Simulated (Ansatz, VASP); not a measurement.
## One calculation of BiTe, two programs

```xyz
2
Lattice="0.0000 3.2350 3.2350 3.2350 0.0000 3.2350 3.2350 3.2350 0.0000" Properties=species:S:1:pos:R:3 pbc="T T T"
Bi    0.0000    0.0000    0.0000
Te    3.2350    3.2350    3.2350
```

Alike in both runs: task relaxation of cell and atoms; functional PBE; dispersion D4; k mesh 7 × 7 × 7; occupations fermi-dirac, width 0.05 eV; no spin polarisation.

```csv
,VASP,Ansatz
version,VASP 6.6.1,Ansatz 0.2.0
potentials or method,"VASP PAW PBE potentials, release 64 (Bi_d, Te)",Ansatz PAW
plane-wave cutoff (eV),600,420
valence electrons in the cell,21,31
```

```csv
,VASP,Ansatz,Ansatz less VASP
"gap on the k mesh at the Fermi level, each at its own relaxed structure (eV)",none,none,-
relaxed volume (Å³/atom),32.95,32.98,+0.032
relaxed cell length with the largest relative difference (Å),4.534,4.535,+0.0015
```

A gap of «none» marks a metal or a gap that the smearing closes. VASP's potentials hold 21 valence electrons a cell and Ansatz's 31, so a difference there can come from the potentials and not from the codes.

Neither program's run includes spin-orbit coupling. Noted on Ansatz's run: the plane-wave basis is chosen anew once the cell has moved, so the energies of steps on either side of that aren't comparable.
